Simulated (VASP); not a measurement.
A run of VASP 6.6.1 is set up as follows.

INCAR

```
SYSTEM = GaGe3
ALGO = Normal
EDIFF = 1E-6
ENCUT = 520
GGA = PE
ISIF = 2
ISMEAR = -1
LASPH = .TRUE.
LCHARG = .FALSE.
LREAL = .FALSE.
LWAVE = .FALSE.
NBANDS = 36
NELM = 80
PREC = Accurate
SIGMA = 0.05
```

Contents of KPOINTS:

```
k-points
0
G
  7 7 7
  0 0 0
```

Contents of POSCAR:

```
GaGe3
1.0
    0.0000000000      3.4535989049      3.4535989049
    3.4535989049      0.0000000000      3.4535989049
    3.4535989049      3.4535989049      0.0000000000
Ge Ga
3 1
Direct
    0.5000000000      0.5000000000      0.5000000000
    0.7500000000      0.7500000000      0.7500000000
    0.2500000000      0.2500000000      0.2500000000
    0.0000000000      0.0000000000      0.0000000000
```

Potentials or basis: VASP PAW PBE potentials, release 64 (Ge_d, Ga_d).

Launch:

```console
$ cat potpaw_PBE.64/Ge_d/POTCAR potpaw_PBE.64/Ga_d/POTCAR > POTCAR
$ mpirun -np 1 vasp_std > vasp.out
```

Q: Predict the pressure.

A: -3.7 GPa.
